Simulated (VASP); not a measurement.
# Ti2H (Pn-3m) in VASP: further runs

The runs below take Ti2H through single point, relaxation of volume and atoms at fixed shape, with PBEsol.

Everything below comes from runs of VASP 6.6.1. Logs are shortened: lines on timing, memory, paths and dates and some standing lists are left out, and cuts for length are marked.

## (1) The cell of the first run

The structure is cubic, space group Pn-3m (No. 224). The conventional cell has a = 4.184 Å, b = 4.184 Å, c = 4.184 Å, α = 90.00°, β = 90.00°, γ = 90.00°. Within 2.4 Å of Ti (site symmetry -3m) lie 2 H at 1.81 Å. Within 2.4 Å of H (site symmetry -43m) lie 4 Ti at 1.81 Å.

## (2) Single point, PBEsol

INCAR

```
SYSTEM = Ti2H
PREC = Accurate
ENCUT = 520
EDIFF = 1E-6
ISMEAR = 1
SIGMA = 0.02
LREAL = .FALSE.
LASPH = .TRUE.
NELM = 60
ALGO = Normal
ISIF = 2
LWAVE = .FALSE.
LCHARG = .FALSE.
GGA = PS
NBANDS = 34
```

KPOINTS

```
regular mesh
0
G
  5 5 5
  0 0 0
```

POSCAR

```
Ti2H
1.0
    4.1843561546      0.0000000000      0.0000000000
    0.0000000000      4.1843561546      0.0000000000
    0.0000000000      0.0000000000      4.1843561546
Ti H
4 2
Direct
    0.2500000000      0.7500000000      0.2500000000
    0.7500000000      0.2500000000      0.2500000000
    0.2500000000      0.2500000000      0.7500000000
    0.7500000000      0.7500000000      0.7500000000
    0.0000000000      0.0000000000      0.0000000000
    0.5000000000      0.5000000000      0.5000000000
```

Potentials or basis: VASP PAW PBE potentials, release 64 (Ti_sv, H).

The run is started by

```bash
> cat potpaw_PBE.64/Ti_sv/POTCAR potpaw_PBE.64/H/POTCAR > POTCAR
> mpirun -np 1 vasp_std > vasp.out
```

OUTCAR:

```text
SYSTEM = Ti2H
   PREC = Accurate
   ENCUT = 520
   EDIFF = 1E-6
   ISMEAR = 1
   LREAL = .FALSE.
   LASPH = .TRUE.
   NELM = 60
   ISIF = 2
   GGA = PS

 ion  position               nearest neighbor table
   1  0.250  0.750  0.250-   5 1.81   6 1.81
   2  0.750  0.250  0.250-   5 1.81   6 1.81
   3  0.250  0.250  0.750-   5 1.81   6 1.81
   4  0.750  0.750  0.750-   5 1.81   6 1.81
   5  0.000  0.000  0.000-   1 1.81   2 1.81   3 1.81   4 1.81
   6  0.500  0.500  0.500-   1 1.81   2 1.81   3 1.81   4 1.81

  LATTYP: Found a simple cubic cell.
 ALAT       =     4.1843561546

  Lattice vectors:

 A1 = (   4.1843561546,   0.0000000000,   0.0000000000)
 A2 = (   0.0000000000,   4.1843561546,   0.0000000000)
 A3 = (   0.0000000000,   0.0000000000,   4.1843561546)

Analysis of symmetry for initial positions (statically):
=====================================================================
 Subroutine PRICEL returns:
 Original cell was already a primitive cell.

 Routine SETGRP: Setting up the symmetry group for a
 simple cubic supercell.

 Subroutine GETGRP returns: Found 48 space group operations
 (whereof 24 operations were pure point group operations)
 out of a pool of 48 trial point group operations.

The static configuration has the point symmetry T_d .
 The point group associated with its full space group is O_h .

Analysis of symmetry for dynamics (positions and initial velocities):
=====================================================================
 Subroutine PRICEL returns:
 Original cell was already a primitive cell.

 Routine SETGRP: Setting up the symmetry group for a
 simple cubic supercell.

 Subroutine GETGRP returns: Found 48 space group operations
 (whereof 24 operations were pure point group operations)
 out of a pool of 48 trial point group operations.

The dynamic configuration has the point symmetry T_d .
 The point group associated with its full space group is O_h .

 Subroutine INISYM returns: Found 48 space group operations
 (whereof 24 operations are pure point group operations),
 and found     1 'primitive' translations

----------------------------------------------------------------------------------------

                                     Primitive cell

  volume of cell :      73.2632

  direct lattice vectors                    reciprocal lattice vectors
[... 82 lines left out ...]
   EDIFFG = 0.1E-04   stopping-criterion for IOM
   NSW    =      0    number of steps for IOM
   IBRION =     -1    ionic relax: 0-MD 1-quasi-New 2-CG
   NFREE  =      0    steps in history (QN), initial steepest desc. (CG)
   ISIF   =      2    stress and relaxation
   ISYM   =      2    0-nonsym 1-usesym 2-fastsym
   POTIM  = 0.5000    time-step for ionic-motion
   TEBEG  =    0.0;   TEEND  =   0.0 temperature during run
   PSTRESS=    0.0 pullay stress
   NELECT =      50.0000    total number of electrons
   NUPDOWN=      -1.0000    fix difference up-down
   EMIN   =  10.00;   EMAX   =-10.00  energy-range for DOS
   EFERMI =   0.00;   METHOD = LEGACY
   ISMEAR =     1;   SIGMA  =   0.02  broadening in eV -4-tet -1-fermi 0-gaus
   EFERMI_NEDOS =   21; number of points for ismear=-14 and -15
   IALGO  =     38    algorithm
   IMIX   =      4    mixing-type and parameters
     AMIX     =   0.40;   BMIX     =  1.00
     AMIX_MAG =   1.60;   BMIX_MAG =  1.00
  volume/ion in A,a.u.               =      12.21        82.40
  Fermi-wavevector in a.u.,A,eV,Ry     =   1.441350  2.723757 28.265974  2.077490
  Thomas-Fermi vector in A             =   2.559992
   LORBIT       =      0    0 simple, 1 ext, 2 COOP (PROOUT), +10 PAW based schemes
   GGA     = PS    functional components
   LHFCALC =     F    Hartree Fock is set to
   AEXX    =    0.0000 exact exchange contribution
   IVDW    =     0    specifies the selected vdW correction
   LEPSILON=     F    determine dielectric tensor
   LRPA    =     F    only Hartree local field effects (RPA)
 non-spin polarized calculation
 Methfessel and Paxton  Order N= 1 SIGMA  =   0.02
  energy-cutoff  :      520.00
  volume of cell :       73.26
 maximum number of plane-waves:      1981
 NGX is ok and might be reduce to    32
   NGX = 15   NGY = 15   NGZ = 15

 number of electron      49.9999979 magnetization

 Free energy of the ion-electron system (eV)
  ---------------------------------------------------
  ext. energy  EPLUGINS =         0.00000000
  ---------------------------------------------------
  free energy    TOTEN  =       -41.33517939 eV

  energy without entropy =      -41.33445399  energy(sigma->0) =      -41.33493759

 E-fermi :   7.8127     XC(G=0): -11.6814

 val. band max:        7.7843520794   @ k =   0.4000   0.4000   0.0000
 cond. band min:       7.8142737305   @ k =   0.4000   0.2000   0.0000
 fundamental gap:      0.0299216511
 Fermi energy:         7.8127263212

 k-point     1 :       0.0000    0.0000    0.0000
  band No.  band energies     occupation
      1     -48.7068      2.00000
      2     -48.5679      2.00000
      3     -48.5679      2.00000
      4     -48.5679      2.00000
      5     -25.4272      2.00000
      6     -25.2238      2.00000
[... 359 lines left out ...]
     33      10.9154      0.00000
     34      10.9159      0.00000

------------------------ aborting loop because EDIFF is reached ----------------------------------------

  FORCE on cell =-STRESS in cart. coord.  units (eV):
  Direction    XX          YY          ZZ          XY          YZ          ZX
  --------------------------------------------------------------------------------------
  -------------------------------------------------------------------------------------
  Total       -0.0363194     -0.0363194     -0.0363194     -0.0000000     -0.0000000     -0.0000000
  in kB       -0.7942602     -0.7942602     -0.7942602     -0.0000000     -0.0000000     -0.0000000
  external PRESSURE =      -0.7942602 kB  Pullay stress =       0.0000000 kB

 VOLUME and BASIS-vectors are now :
 -----------------------------------------------------------------------------
  energy-cutoff  :      520.00
  volume of cell :       73.26
      direct lattice vectors                 reciprocal lattice vectors
     4.184356155  0.000000000  0.000000000     0.238985393  0.000000000  0.000000000
     0.000000000  4.184356155  0.000000000     0.000000000  0.238985393  0.000000000
     0.000000000  0.000000000  4.184356155     0.000000000  0.000000000  0.238985393

 POSITION                                       TOTAL-FORCE (eV/Angst)
 -----------------------------------------------------------------------------------
      1.04609      3.13827      1.04609         0.000000     -0.000000     -0.000000
      3.13827      1.04609      1.04609         0.000000      0.000000      0.000000
      1.04609      1.04609      3.13827         0.000000     -0.000000     -0.000000
      3.13827      3.13827      3.13827        -0.000000      0.000000      0.000000
      0.00000      0.00000      0.00000        -0.000000      0.000000     -0.000000
      2.09218      2.09218      2.09218        -0.000000      0.000000     -0.000000
 -----------------------------------------------------------------------------------
    total drift:                                0.000000      0.000000     -0.000000

  FREE ENERGIE OF THE ION-ELECTRON SYSTEM (eV)
  ---------------------------------------------------
  free  energy   TOTEN  =       -41.3351793890 eV

  energy  without entropy=      -41.3344539912  energy(sigma->0) =      -41.33493759
```

OSZICAR:

```text
N       E                     dE             d eps       ncg     rms          rms(c)
DAV:   1     0.647476237312E+03    0.64748E+03   -0.24961E+04   680   0.182E+03
DAV:   2     0.358698064673E+02   -0.61161E+03   -0.59821E+03   680   0.551E+02
DAV:   3    -0.388625649074E+02   -0.74732E+02   -0.72009E+02  1124   0.167E+02
DAV:   4    -0.476854317670E+02   -0.88229E+01   -0.87723E+01   982   0.533E+01
DAV:   5    -0.480780716107E+02   -0.39264E+00   -0.39244E+00  1048   0.101E+01    0.215E+01
DAV:   6    -0.414708128288E+02    0.66073E+01   -0.22563E+01   822   0.386E+01    0.504E+00
DAV:   7    -0.413112163457E+02    0.15960E+00   -0.33269E+00   968   0.948E+00    0.292E+00
DAV:   8    -0.413478231139E+02   -0.36607E-01   -0.69437E-01   838   0.692E+00    0.127E+00
DAV:   9    -0.413351776879E+02    0.12645E-01   -0.19700E-01   818   0.310E+00    0.345E-01
DAV:  10    -0.413348784655E+02    0.29922E-03   -0.17870E-02   966   0.764E-01    0.237E-01
DAV:  11    -0.413352304609E+02   -0.35200E-03   -0.77485E-04   966   0.196E-01    0.117E-01
DAV:  12    -0.413351842823E+02    0.46179E-04   -0.47890E-04   840   0.146E-01    0.123E-02
DAV:  13    -0.413351791849E+02    0.50974E-05   -0.25939E-05   904   0.288E-02    0.988E-03
DAV:  14    -0.413351793890E+02   -0.20414E-06   -0.49266E-06   670   0.180E-02
   1 F= -.41335179E+02 E0= -.41334938E+02  d E =-.725398E-03
```

It took 25 s on 1 thread of Intel Xeon Platinum 8259CL at 2.50GHz (Skylake/Cascade Lake), shared host; peak memory 0.17 GiB.

Results:

```yaml
Free_energy: -41.3352 eV
Pressure: -0.1 GPa
Band_gap_on_the_k_mesh: zero (band 25 reaches 8.49 eV, above the bottom of band 26 at 7.67 eV)
```

Caveat: the PAW data sets were made with another functional, which shifts forces and pressure a little.

[end of part 1 of 2]
